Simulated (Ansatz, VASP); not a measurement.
Zr2NbC2: VASP beside Ansatz

```
Zr Nb C
1.0
     5.13842    0.00000    0.00000
    -2.56921    4.45000    0.00000
     0.00000    0.00000    4.36809
Zr Nb C
2 1 2
Direct
  0.33333 0.66667 0.50000
  0.66667 0.33333 0.50000
  0.00000 0.00000 0.50000
  0.33333 0.66667 0.00000
  0.66667 0.33333 0.00000
```

Alike in both runs: functional PBE; k mesh 6 × 6 × 4; occupations gaussian, width 0.1 eV; no spin polarisation.

Ansatz relaxed the structure, and its values are those at the end. VASP's run is a single point on that final structure, the one shown.

|  | VASP | Ansatz |
| --- | --- | --- |
| version | VASP 6.6.1 | Ansatz 0.2.0 |
| potentials or method | VASP PAW PBE potentials, release 64 (Zr_sv, Nb_sv, C), cutoff 520 eV | scalar-relativistic, plane waves, PAW |
| valence electrons in the cell | 45 | 45 |

```tsv
	VASP	Ansatz	Ansatz less VASP
gap on the k mesh at the Fermi level (eV)	none	none	-
pressure (GPa)	0.2	0.2	-0.01
```

A gap of «none» marks a metal or a gap that the smearing closes. With one functional, cell and mesh, what is left measures potentials, basis and numerics.
